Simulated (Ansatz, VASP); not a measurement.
# CsPbBr3: VASP beside Ansatz

Contents of INCAR:

```
SYSTEM = CsPbBr3
PREC = Accurate
ENCUT = 520
EDIFF = 1E-6
ISMEAR = 0
SIGMA = 0.05
LREAL = .FALSE.
LASPH = .TRUE.
NELM = 60
ALGO = Normal
ISIF = 2
LWAVE = .FALSE.
LCHARG = .FALSE.
GGA = PS
NBANDS = 30
```

File KPOINTS:

```
regular mesh
0
G
  6 6 6
  0 0 0
```

Contents of POSCAR:

```
CsPbBr3
1.0
    5.5765000000      0.0000000000      0.0000000000
    0.0000000000      5.5765000000      0.0000000000
    0.0000000000      0.0000000000      5.8700000000
Cs Pb Br
1 1 3
Direct
    0.0000000000      0.0000000000      0.0000000000
    0.5000000000      0.5000000000      0.5000000000
    0.0000000000      0.5000000000      0.5000000000
    0.5000000000      0.0000000000      0.5000000000
    0.5000000000      0.5000000000      0.0000000000
```

Input for Ansatz:

```yaml
crystal:
  lattice:
    - [5.5765, 0.0, 0.0]
    - [0.0, 5.5765, 0.0]
    - [0.0, 0.0, 5.87]
  atoms:
    - { symbol: Cs, position: [0.0, 0.0, 0.0] }
    - { symbol: Pb, position: [0.5, 0.5, 0.5] }
    - { symbol: Br, position: [0.0, 0.5, 0.5] }
    - { symbol: Br, position: [0.5, 0.0, 0.5] }
    - { symbol: Br, position: [0.5, 0.5, 0.0] }
basis:
  ecutwfc: 420
kpoints:
  mp_grid: { grid: [6, 6, 6] }
hamiltonian:
  xc: pbesol
scf:
  occupations: { method: gaussian, width: 0.05 }
output:
  forces: true
  stress: true
  eigenvalues: true
```

Change from the starting cell: strain -0.050 along x and y, +0.000 along z, atoms carried along.

Alike in both runs: task single point; functional PBEsol; k mesh 6 × 6 × 6; occupations gaussian, width 0.05 eV; no spin polarisation.

|  | VASP | Ansatz |
| --- | --- | --- |
| version | VASP 6.6.1 | Ansatz 0.2.0 |
| potentials or method | VASP PAW PBE potentials, release 64 (Cs_sv, Pb_d, Br), cutoff 520 eV | scalar-relativistic, plane waves, PAW |
| valence electrons in the cell | 44 | 44 |

|  | VASP | Ansatz | Ansatz less VASP |
| --- | --- | --- | --- |
| gap on the k mesh at the Fermi level (eV) | 0.62 | 0.62 | 0.000 |
| least direct gap on the mesh (eV) | 0.62 | 0.62 | 0.000 |
| pressure (GPa) | 3.0 | 3.0 | -0.01 |
| traceless stress, the component that is largest in VASP (GPa) | -2.26 | -2.26 | +0.006 |

VASP's potentials were made for PBE, not for PBEsol.

Neither program's run includes spin-orbit coupling.
